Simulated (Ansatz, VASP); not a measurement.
# KMgF3 in VASP and in Ansatz

```xyz
5
Lattice="3.9859 -0.0399 0.0000 -0.0399 3.9859 0.0000 0.0000 0.0000 3.9859" Properties=species:S:1:pos:R:3 pbc="T T T"
K     1.9730    1.9730    1.9929
Mg    0.0000    0.0000    0.0000
F     1.9929   -0.0199    0.0000
F    -0.0199    1.9929    0.0000
F     0.0000    0.0000    1.9929
```

Change from the starting cell: strain -0.0200 x Voigt [0, 0, 0, 0, 0, 1], atoms carried along.

Alike in both runs: task single point; functional PBEsol; k mesh 6 × 6 × 6; occupations gaussian, width 0.05 eV; no spin polarisation.

|  | VASP | Ansatz |
| --- | --- | --- |
| version | VASP 6.6.1 | Ansatz 0.2.0 |
| potentials or method | VASP PAW PBE potentials, release 64 (K_sv, Mg, F), cutoff 520 eV | scalar-relativistic, plane waves, PAW |
| valence electrons in the cell | 32 | 40 |

|  | VASP | Ansatz | Ansatz less VASP |
| --- | --- | --- | --- |
| gap on the k mesh at the Fermi level (eV) | 7.12 | 7.14 | +0.024 |
| least direct gap on the mesh (eV) | 7.40 | 7.43 | +0.022 |
| pressure (GPa) | -0.1 | 0.3 | +0.39 |
| traceless stress, the component that is largest in VASP (GPa) | 0.92 | 0.91 | -0.013 |

VASP's potentials were made for PBE, not for PBEsol. VASP's potentials hold 32 valence electrons a cell and Ansatz's 40, so a difference there can come from the potentials and not from the codes.
